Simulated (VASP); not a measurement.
# TiO2 (P4_2/mnm) in VASP: notebook

TiO2 is run at these levels: PBE+U; tasks: single point.

All numbers are computed with VASP 6.6.1; they aren't measurements. Logs are shortened: lines on timing, memory, paths and dates and some standing lists are left out, and cuts for length are marked.

## 1. The cell of the first run

It takes space group P4_2/mnm (No. 136, tetragonal). Conventional cell: a = 4.780 Å, b = 4.780 Å, c = 2.952 Å, α = 90.00°, β = 90.00°, γ = 90.00°. Within 2.6 Å of Ti (site symmetry mmm) lie 6 O at 1.97 to 2.07 Å. Within 2.7 Å of O (site symmetry m2m) lie 3 Ti at 1.97 to 2.07 Å and 1 O at 2.62 Å.

## 2. Single point, PBE+U (biaxial strain in the a-b plane: +3.0 %)

Contents of INCAR:

```
SYSTEM = TiO2
ALGO = Normal ; EDIFF = 1E-6
ENCUT = 520 ; GGA = PE
ISIF = 2 ; ISMEAR = 0
LASPH = .TRUE. ; LCHARG = .FALSE.
LDAU = .TRUE. ; LDAUJ = 0 0
LDAUL = 2 -1 ; LDAUPRINT = 1
LDAUTYPE = 2 ; LDAUU = 4 0
LMAXMIX = 4 ; LREAL = .FALSE.
LWAVE = .FALSE. ; NBANDS = 33
NELM = 150 ; PREC = Accurate
SIGMA = 0.02
```

Contents of KPOINTS:

```
k-points
0
G
  6 6 10
  0 0 0
```

Contents of POSCAR:

```
TiO2
1.0
    4.7795605100      0.0000000000      0.0000000000
    0.0000000000      4.7795605100      0.0000000000
    0.0000000000      0.0000000000      2.9520026715
Ti O
2 4
Direct
    0.5000000000      0.5000000000      0.0000000000
    0.0000000000      0.0000000000      0.5000000000
    0.6934621981      0.6934621981      0.5000000000
    0.8065378019      0.1934621981      0.0000000000
    0.1934621981      0.8065378019      0.0000000000
    0.3065378019      0.3065378019      0.5000000000
```

Potentials or basis: VASP PAW PBE potentials, release 64 (Ti_sv, O).

The run is started by

```
$ cat potpaw_PBE.64/Ti_sv/POTCAR potpaw_PBE.64/O/POTCAR > POTCAR
$ mpirun -np 1 vasp_std > vasp.out
```

OUTCAR:

```text
SYSTEM = TiO2
   EDIFF = 1E-6
   ENCUT = 520
   GGA = PE
   ISIF = 2
   ISMEAR = 0
   LASPH = .TRUE.
   LREAL = .FALSE.
   NELM = 150
   PREC = Accurate

 ion  position               nearest neighbor table
   1  0.500  0.500  0.000-   3 1.97   6 1.97   3 1.97   6 1.97   5 2.07   4 2.07
   2  0.000  0.000  0.500-   4 1.97   5 1.97   4 1.97   5 1.97   3 2.07   6 2.07
   3  0.693  0.693  0.500-   1 1.97   1 1.97   2 2.07
   4  0.807  0.193  0.000-   2 1.97   2 1.97   1 2.07
   5  0.193  0.807  0.000-   2 1.97   2 1.97   1 2.07
   6  0.307  0.307  0.500-   1 1.97   1 1.97   2 2.07

  LATTYP: Found a simple tetragonal cell.
 ALAT       =     4.7795605100
 C/A-ratio  =     0.6176305678

  Lattice vectors:

 A1 = (   4.7795605100,   0.0000000000,   0.0000000000)
 A2 = (   0.0000000000,   4.7795605100,   0.0000000000)
 A3 = (   0.0000000000,   0.0000000000,   2.9520026715)

Analysis of symmetry for initial positions (statically):
=====================================================================
 Subroutine PRICEL returns:
 Original cell was already a primitive cell.

 Routine SETGRP: Setting up the symmetry group for a
 simple tetragonal supercell.

 Subroutine GETGRP returns: Found 16 space group operations
 (whereof  8 operations were pure point group operations)
 out of a pool of 16 trial point group operations.

The static configuration has the point symmetry D_2h.
 The point group associated with its full space group is D_4h.

Analysis of symmetry for dynamics (positions and initial velocities):
=====================================================================
 Subroutine PRICEL returns:
 Original cell was already a primitive cell.

 Routine SETGRP: Setting up the symmetry group for a
 simple tetragonal supercell.

 Subroutine GETGRP returns: Found 16 space group operations
 (whereof  8 operations were pure point group operations)
 out of a pool of 16 trial point group operations.

The dynamic configuration has the point symmetry D_2h.
 The point group associated with its full space group is D_4h.

[... 189 lines left out ...]
  0.0000  0.1856  0.0000 -0.0872  0.0000
 -0.0620  0.0000  0.1233  0.0000  0.0000
  0.0000 -0.0872  0.0000  0.1856  0.0000
 -0.0000  0.0000  0.0000  0.0000  0.0945

spin component  2

  0.1797  0.0000 -0.0620  0.0000 -0.0000
  0.0000  0.1856  0.0000 -0.0872  0.0000
 -0.0620  0.0000  0.1233  0.0000  0.0000
  0.0000 -0.0872  0.0000  0.1856  0.0000
 -0.0000  0.0000  0.0000  0.0000  0.0945

 occupancies and eigenvectors

  o =  0.0834  v = -0.5413  0.0000 -0.8408  0.0000  0.0000  0.0000  0.0000  0.0000  0.0000  0.0000      0.0000  0.0000  0.0000  0.0000  0.0000  0.0000  0.0000  0.0000  0.0000  0.0000
  o =  0.0834  v =  0.0000  0.0000  0.0000  0.0000  0.0000 -0.5413  0.0000 -0.8408  0.0000  0.0000      0.0000  0.0000  0.0000  0.0000  0.0000  0.0000  0.0000  0.0000  0.0000  0.0000
  o =  0.0945  v = -0.0000 -0.0000 -0.0000  0.0000 -1.0000  0.0000  0.0000  0.0000  0.0000  0.0000      0.0000  0.0000  0.0000  0.0000  0.0000  0.0000  0.0000  0.0000  0.0000  0.0000
  o =  0.0945  v =  0.0000  0.0000  0.0000  0.0000  0.0000 -0.0000 -0.0000 -0.0000  0.0000 -1.0000      0.0000  0.0000  0.0000  0.0000  0.0000  0.0000  0.0000  0.0000  0.0000  0.0000
  o =  0.0984  v =  0.0000  0.7071  0.0000  0.7071 -0.0000  0.0000  0.0000  0.0000  0.0000  0.0000      0.0000  0.0000  0.0000  0.0000  0.0000  0.0000  0.0000  0.0000  0.0000  0.0000
  o =  0.0984  v =  0.0000  0.0000  0.0000  0.0000  0.0000  0.0000  0.7071  0.0000  0.7071 -0.0000      0.0000  0.0000  0.0000  0.0000  0.0000  0.0000  0.0000  0.0000  0.0000  0.0000
  o =  0.2196  v = -0.8408  0.0000  0.5413  0.0000  0.0000  0.0000  0.0000  0.0000  0.0000  0.0000      0.0000  0.0000  0.0000  0.0000  0.0000  0.0000  0.0000  0.0000  0.0000  0.0000
  o =  0.2196  v =  0.0000  0.0000  0.0000  0.0000  0.0000 -0.8408  0.0000  0.5413  0.0000  0.0000      0.0000  0.0000  0.0000  0.0000  0.0000  0.0000  0.0000  0.0000  0.0000  0.0000
  o =  0.2728  v =  0.0000  0.0000  0.0000  0.0000  0.0000  0.0000  0.7071  0.0000 -0.7071 -0.0000      0.0000  0.0000  0.0000  0.0000  0.0000  0.0000  0.0000  0.0000  0.0000  0.0000
  o =  0.2728  v =  0.0000  0.7071  0.0000 -0.7071 -0.0000  0.0000  0.0000  0.0000  0.0000  0.0000      0.0000  0.0000  0.0000  0.0000  0.0000  0.0000  0.0000  0.0000  0.0000  0.0000

 number of electron      47.9999968 magnetization

 Free energy of the ion-electron system (eV)
  ---------------------------------------------------
  ext. energy  EPLUGINS =         0.00000000
  ---------------------------------------------------
  free energy    TOTEN  =       -48.38340228 eV

  energy without entropy =      -48.38340228  energy(sigma->0) =      -48.38340228

 E-fermi :   4.4260     XC(G=0): -11.0002

 val. band max:        4.2135449517   @ k =   0.0000   0.0000   0.0000
 cond. band min:       6.4895557824   @ k =   0.5000   0.5000   0.0000
 fundamental gap:      2.2760108308
 Fermi energy:         4.4260040140

 k-point     1 :       0.0000    0.0000    0.0000
  band No.  band energies     occupation
      1     -53.8577      2.00000
      2     -53.8482      2.00000
      3     -30.0481      2.00000
      4     -30.0481      2.00000
      5     -29.9502      2.00000
      6     -29.9502      2.00000
[... 853 lines left out ...]
     32       9.0815      0.00000
     33      10.2337      0.00000

 [... further k-points ...]
[... 5 lines left out ...]
  --------------------------------------------------------------------------------------
  -------------------------------------------------------------------------------------
  Total       -2.5111356     -2.5111356      1.9290066     -0.0000000      0.0000000      0.0000000
  in kB      -59.6606628    -59.6606628     45.8301858     -0.0000000      0.0000000      0.0000000
  external PRESSURE =     -24.4970466 kB  Pullay stress =       0.0000000 kB

 VOLUME and BASIS-vectors are now :
 -----------------------------------------------------------------------------
  energy-cutoff  :      520.00
  volume of cell :       67.44
      direct lattice vectors                 reciprocal lattice vectors
     4.779560510  0.000000000  0.000000000     0.209224258  0.000000000  0.000000000
     0.000000000  4.779560510  0.000000000     0.000000000  0.209224258  0.000000000
     0.000000000  0.000000000  2.952002671     0.000000000  0.000000000  0.338753081

 POSITION                                       TOTAL-FORCE (eV/Angst)
 -----------------------------------------------------------------------------------
      2.38978      2.38978      0.00000         0.000000      0.000000      0.000000
      0.00000      0.00000      1.47600         0.000000      0.000000      0.000000
      3.31444      3.31444      1.47600         0.048567      0.048567      0.000000
      3.85490      0.92466      0.00000        -0.048567      0.048567      0.000000
      0.92466      3.85490      0.00000         0.048567     -0.048567      0.000000
      1.46512      1.46512      1.47600        -0.048567     -0.048567     -0.000000
 -----------------------------------------------------------------------------------
    total drift:                               -0.000000      0.000000      0.000000

  FREE ENERGIE OF THE ION-ELECTRON SYSTEM (eV)
  ---------------------------------------------------
  free  energy   TOTEN  =       -48.3834022793 eV

  energy  without entropy=      -48.3834022793  energy(sigma->0) =      -48.38340228
```

OSZICAR:

```text
N       E                     dE             d eps       ncg     rms          rms(c)
DAV:   1     0.673036420837E+03    0.67304E+03   -0.24386E+04  3960   0.171E+03
DAV:   2     0.335741985927E+02   -0.63946E+03   -0.59546E+03  4395   0.520E+02
DAV:   3    -0.619187623670E+02   -0.95493E+02   -0.94094E+02  5375   0.191E+02
DAV:   4    -0.678461566529E+02   -0.59274E+01   -0.59129E+01  6043   0.443E+01
DAV:   5    -0.681356838815E+02   -0.28953E+00   -0.28947E+00  5175   0.724E+00    0.302E+01
DAV:   6    -0.482124272285E+02    0.19923E+02   -0.83559E+01  5342   0.875E+01    0.965E+00
DAV:   7    -0.485307816353E+02   -0.31835E+00   -0.11921E+01  5192   0.255E+01    0.726E+00
DAV:   8    -0.483833946326E+02    0.14739E+00   -0.53515E-01  5469   0.629E+00    0.488E+00
DAV:   9    -0.483895745322E+02   -0.61799E-02   -0.62374E-01  4987   0.708E+00    0.134E+00
DAV:  10    -0.483890925459E+02    0.48199E-03   -0.97096E-02  5935   0.290E+00    0.698E-01
DAV:  11    -0.483836841457E+02    0.54084E-02   -0.23101E-02  4988   0.133E+00    0.142E-01
DAV:  12    -0.483835188286E+02    0.16532E-03   -0.15316E-03  5921   0.337E-01    0.109E-01
DAV:  13    -0.483834455865E+02    0.73242E-04   -0.96891E-04  5131   0.360E-01    0.597E-02
DAV:  14    -0.483834014187E+02    0.44168E-04   -0.10597E-04  5003   0.122E-01    0.976E-03
DAV:  15    -0.483834030098E+02   -0.15911E-05   -0.90673E-06  5573   0.273E-02    0.720E-03
DAV:  16    -0.483834022793E+02    0.73057E-06   -0.43179E-06  4996   0.235E-02
   1 F= -.48383402E+02 E0= -.48383402E+02  d E =-.307090E-53
```

It took 58 s on 1 thread of AMD EPYC 9R45 (Zen 5), shared host; peak memory 0.21 GiB.

Results:

```yaml
Free_energy: -48.3834 eV
Pressure: -2.4 GPa
Largest_force: 0.069 eV/Å
Band_gap_on_the_k_mesh: 2.28 eV (least direct gap 2.30 eV)
```

Forces in eV/Å, atoms in the order of the input:
```
Ti   0.000  0.000  0.000
Ti   0.000  0.000  0.000
O    0.049  0.049  0.000
O   -0.049  0.049  0.000
O    0.049 -0.049  0.000
O   -0.049 -0.049  0.000
```

Eigenvalues of the final occupation matrices:
| site | spin | trace | eigenvalues |
| --- | --- | --- | --- |
| site 1 d | 1 | 0.77 | 0.08 0.09 0.10 0.22 0.27 |
| site 1 d | 2 | 0.77 | 0.08 0.09 0.10 0.22 0.27 |
| site 2 d | 1 | 0.77 | 0.08 0.09 0.10 0.22 0.27 |
| site 2 d | 2 | 0.77 | 0.08 0.09 0.10 0.22 0.27 |

Caveat: the cell differs from its parent crystal (biaxial strain in the a-b plane: +3.0 %); the stress differs along the axes, from -6 to 5 GPa. A k mesh can miss the band edges.

## 3. Single point, PBE+U (biaxial strain in the a-b plane: +4.5 %)

Contents of INCAR:

```
PREC = Accurate ; ENCUT = 520
EDIFF = 1E-6 ; ISMEAR = 0
SIGMA = 0.02 ; LREAL = F
LASPH = T ; NELM = 150
ALGO = Normal ; ISIF = 2
LWAVE = F ; LCHARG = F
LMAXMIX = 4 ; LDAU = T
LDAUTYPE = 2 ; LDAUL = 2 -1
LDAUU = 4 0 ; LDAUJ = 0 0
LDAUPRINT = 1 ; GGA = PE
NBANDS = 33
```

Contents of KPOINTS:

```
Automatic mesh
0
Gamma
  6 6 10
```

Contents of POSCAR:

```
TiO2
1.0
    4.8491657601      0.0000000000      0.0000000000
    0.0000000000      4.8491657601      0.0000000000
    0.0000000000      0.0000000000      2.9249476572
Ti O
2 4
Direct
    0.5000000000      0.5000000000      0.0000000000
    0.0000000000      0.0000000000      0.5000000000
    0.6921752095      0.6921752095      0.5000000000
    0.8078247905      0.1921752095      0.0000000000
    0.1921752095      0.8078247905      0.0000000000
    0.3078247905      0.3078247905      0.5000000000
```

Potentials or basis: VASP PAW PBE potentials, release 64 (Ti_sv, O).

The run is started by

```
$ cat potpaw_PBE.64/Ti_sv/POTCAR potpaw_PBE.64/O/POTCAR > POTCAR
$ mpirun -np 1 vasp_std > vasp.out
```

It took 60 s on 1 thread of AMD EPYC 9R45 (Zen 5), shared host; peak memory 0.21 GiB.

The run converged. Its results:

* Free energy: -48.2665 eV
* Pressure: -4.5 GPa
* Largest force: 0.080 eV/Å
* Band gap on the k mesh: 2.32 eV (least direct gap 2.34 eV)

Forces in eV/Å, atoms in the order of the input:
```
Ti   0.000  0.000  0.000
Ti   0.000  0.000  0.000
O    0.057  0.057  0.000
O   -0.057  0.057  0.000
O    0.057 -0.057  0.000
O   -0.057 -0.057  0.000
```

Stress tensor (GPa, compression positive):
```
-9.54  0.00  0.00
 0.00 -9.54  0.00
 0.00  0.00  5.66
```

Levels at points of the mesh, in eV from the valence-band top:
```tsv
k point	band 21	band 22	band 23	band 24	band 25	band 26	band 27	band 28
(0.00, 0.00, 0.00)	-0.47	-0.36	-0.36	0.00	2.34	2.50	3.11	3.11
(0.50, 0.00, 0.00)	-1.10	-1.10	-0.60	-0.60	2.90	2.90	3.43	3.43
(0.50, 0.50, 0.00)	-0.94	-0.94	-0.94	-0.94	2.32	2.32	3.11	3.11
(0.00, 0.00, 0.50)	-1.63	-1.63	-1.32	-1.32	3.23	3.23	3.84	3.84
(0.50, 0.00, 0.50)	-1.74	-1.74	-0.78	-0.78	2.47	2.47	3.89	3.89
(0.50, 0.50, 0.50)	-0.86	-0.86	-0.68	-0.68	2.99	2.99	3.52	3.52
```

Eigenvalues of the final occupation matrices:
| site | spin | trace | eigenvalues |
| --- | --- | --- | --- |
| site 1 d | 1 | 0.77 | 0.09 0.09 0.10 0.21 0.28 |
| site 1 d | 2 | 0.77 | 0.09 0.09 0.10 0.21 0.28 |
| site 2 d | 1 | 0.77 | 0.09 0.09 0.10 0.21 0.28 |
| site 2 d | 2 | 0.77 | 0.09 0.09 0.10 0.21 0.28 |

Caveat: the cell differs from its parent crystal (biaxial strain in the a-b plane: +4.5 %); the stress differs along the axes, from -10 to 6 GPa.
